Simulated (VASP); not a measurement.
A run of VASP 6.6.1 is set up as follows.

File INCAR:

```
PREC = Accurate ; ENCUT = 520
EDIFF = 1E-7 ; ISMEAR = 0
SIGMA = 0.15 ; LREAL = False
LASPH = True ; NELM = 60
ALGO = Fast ; ISIF = 2
LWAVE = False ; LCHARG = True
GGA = PS ; LELF = True
LVHAR = True ; NBANDS = 21
```

File KPOINTS:

```
Automatic mesh
0
Gamma
  18 18 10
```

The input POSCAR:

```
Pb
1.0
    3.3408006629      0.0000000000      0.0000000000
   -1.6704003315      2.8932182431      0.0000000000
    0.0000000000      0.0000000000      6.0372000000
Pb
2
Direct
    0.3333333333      0.6666666667      0.2500000000
    0.6666666667      0.3333333333      0.7500000000
```

Potentials or basis: VASP PAW PBE potentials, release 64 (Pb_d).

Run with:

```sh
$ cat potpaw_PBE.64/Pb_d/POTCAR > POTCAR
$ mpirun -np 1 vasp_std > vasp.out
```

**Question.** Predict the pressure.

**Answer.** 1.6 GPa.

**Question.** Predict the band gap on the k mesh.

**Answer.** Zero (bands 14 and 15 overlap by 7.79 eV).

Stress tensor (GPa, compression positive):
```
 3.15  0.00  0.00
 0.00  3.15  0.00
 0.00  0.00 -1.38
```

Caveat: the cell differs from its parent crystal (strain -0.040 along x and y, +0.080 along z); the PAW data sets were made with another functional, which shifts forces and pressure a little; spin-orbit coupling is left out, which moves the levels of the heavy elements.
